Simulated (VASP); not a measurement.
A run of VASP 6.6.1 is set up as follows.

File INCAR:

```
SYSTEM = Li
  PREC = Accurate
  ENCUT = 520
  EDIFF = 1E-6
  ISMEAR = -1
  SIGMA = 0.1
  LREAL = .FALSE.
  LASPH = .TRUE.
  NELM = 100
  ALGO = Normal
  ISIF = 2
  LWAVE = .FALSE.
  LCHARG = .FALSE.
  GGA = RP
  NBANDS = 10
```

Contents of KPOINTS:

```
Automatic mesh
0
G
  10 10 10
  0 0 0
```

The input POSCAR:

```
Li
1.0
    0.0000000000      2.9612616493      2.9612616493
    2.9612616493      0.0000000000      2.9612616493
    2.9612616493      2.9612616493      0.0000000000
Li
2
Direct
    0.1250000000      0.1250000000      0.1250000000
    0.8750000000      0.8750000000      0.8750000000
```

Potentials or basis: VASP PAW PBE potentials, release 64 (Li_sv).

Launch:

```console
$ cat potpaw_PBE.64/Li_sv/POTCAR > POTCAR
$ mpirun -np 1 vasp_std > vasp.out
```

**Question.** Estimate the band gap on the k mesh.

**Answer.** Zero (band 3 reaches 0.71 eV, above the bottom of band 4 at -0.12 eV).
